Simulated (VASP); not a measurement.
C (a cell with a defect): single point with LDA

C (a cell with a defect):

```
C
1.0
    -3.57162    3.57162    3.57162
     3.57162   -3.57162    3.57162
     3.57162    3.57162   -3.57162
C
33
Direct
  0.98419 0.98646 0.97654
  0.99372 0.25205 0.75060
  0.00313 0.50354 0.50179
  0.00101 0.75537 0.25266
  0.24936 0.99667 0.75020
  0.25045 0.25431 0.56094
  0.24640 0.51241 0.23489
  0.25017 0.75515 0.99765
  0.50073 0.00654 0.50169
  0.50937 0.24850 0.23302
  0.51040 0.51305 0.01911
  0.50066 0.75471 0.75635
  0.75259 0.00380 0.25277
  0.75286 0.25300 0.99753
  0.75142 0.50311 0.75596
  0.74700 0.74988 0.49716
  0.99017 0.99287 0.73823
  0.99435 0.25237 0.50867
  0.00029 0.50291 0.24793
  0.00018 0.75239 0.99927
  0.24933 0.99780 0.50818
  0.23363 0.23458 0.16647
  0.24976 0.50995 0.99631
  0.25064 0.75274 0.75159
  0.50013 0.00295 0.24753
  0.50784 0.25242 0.99563
  0.50985 0.51288 0.78213
  0.49785 0.74986 0.49835
  0.75025 0.00322 0.99964
  0.74993 0.25349 0.75159
  0.74617 0.50034 0.49785
  0.75301 0.75577 0.25746
  0.33844 0.34243 0.41965
```

```json
{
 "Program": "VASP 6.6.1",
 "Task": "single point",
 "Functional": "LDA",
 "Potentials or basis": "VASP PAW LDA potentials, release 64 (C)",
 "Cutoff": "520 eV",
 "k mesh": "1 × 1 × 1, shifted",
 "Occupations": "fermi-dirac, width 0.01 eV",
 "Spin": "no spin polarisation"
}
```

The pressure is 11.2 GPa, the largest force is 0.209 eV/Å and the band gap on the k mesh is 0.48 eV.

Forces on the atoms (eV/Å):
```
C    0.004  0.005  0.021
C   -0.008 -0.003  0.009
C    0.003  0.011  0.017
C    0.001  0.002 -0.007
C   -0.003 -0.007  0.005
C   -0.015 -0.016  0.104
C   -0.011  0.027 -0.011
C    0.004  0.000  0.004
C    0.014 -0.006  0.020
C    0.010 -0.023 -0.005
C   -0.008 -0.009  0.001
C    0.019  0.023  0.009
C    0.007 -0.003 -0.007
C    0.002 -0.001  0.008
C    0.022  0.017  0.004
C    0.009  0.003 -0.003
C    0.008  0.009  0.001
C   -0.003  0.016  0.005
C    0.001 -0.006  0.017
C   -0.003 -0.011  0.006
C    0.009  0.001  0.001
C    0.078  0.124  0.003
C   -0.007  0.018 -0.013
C   -0.006  0.002  0.004
C   -0.005  0.002  0.013
C    0.012  0.004 -0.004
C   -0.036 -0.031  0.001
C   -0.025  0.007 -0.031
C   -0.009 -0.003  0.005
C    0.002 -0.008  0.003
C    0.006 -0.027 -0.027
C    0.000  0.000  0.003
C   -0.072 -0.119 -0.156
```

Stress tensor (GPa, compression positive):
```
14.00 16.93 -9.43
16.93 12.72 -8.98
-9.43 -8.98  6.89
```

Levels at points of the mesh, in eV from the valence-band top:
```tsv
k point	band 64	band 65	band 66	band 67	band 68	band 69
(0.25, 0.25, 0.25)	-3.63	-3.03	0.00	0.48	3.18	3.53
```

It took 18 s on 1 thread of Intel(R) Xeon(R) 6975P-C (Granite Rapids), on a shared host, peak memory 0.23 GiB.

Caveat: the k points lie up to 1.24 Å⁻¹ apart.
